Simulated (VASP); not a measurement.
Wanted: the native input for a VASP 6.6.1 run.

* Task: single point
* Functional: PBEsol
* Potentials or basis: VASP PAW PBE potentials, release 64 (Zn, Se)
* Cutoff: 520 eV
* k mesh: 4 × 4 × 6
* Occupations: fermi-dirac, width 0.03 eV
* Spin: no spin polarisation
* Dipole correction: no
* Further INCAR settings: ALGO = Normal; EDIFF = 1e-06; NBANDS = 33

The structure of ZnSe2 lies in POSCAR:

```
ZnSe2
1.0
    5.8899165192      0.0000000000      0.0000000000
    0.0000000000      5.8899165192      0.0000000000
    0.0000000000      0.0000000000      3.7841972822
Zn Se
2 4
Direct
    0.5000000000      0.5000000000      0.5000000000
    0.0000000000      0.0000000000      0.0000000000
    0.6895696083      0.6895696083      0.0000000000
    0.8104303917      0.1895696083      0.5000000000
    0.3104303917      0.3104303917      0.0000000000
    0.1895696083      0.8104303917      0.5000000000
```

The input as run:

INCAR

```
SYSTEM = ZnSe2
ALGO = Normal
EDIFF = 1E-6
ENCUT = 520
GGA = PS
ISIF = 2
ISMEAR = -1
LASPH = .True.
LCHARG = .False.
LREAL = .False.
LWAVE = .False.
NBANDS = 33
NELM = 60
PREC = Accurate
SIGMA = 0.03
```

KPOINTS

```
k-points
0
Gamma
  4 4 6
  0 0 0
```

Potentials or basis: VASP PAW PBE potentials, release 64 (Zn, Se).

Launch:

```console
$ cat potpaw_PBE.64/Zn/POTCAR potpaw_PBE.64/Se/POTCAR > POTCAR
$ mpirun -np 1 vasp_std > vasp.out
```

It gave:

| Quantity | Value |
| --- | --- |
| Pressure | 0.2 GPa |
| Largest force | 0.022 eV/Å |
| Band gap on the k mesh | zero (band 24 reaches 3.15 eV, above the bottom of band 25 at 1.50 eV) |

Caveat: the PAW data sets were made with another functional, which shifts forces and pressure a little.

Wall time 74 s on 1 thread of Intel(R) Xeon(R) Platinum 8488C (Sapphire Rapids), with other jobs on the host, peak memory 0.29 GiB.
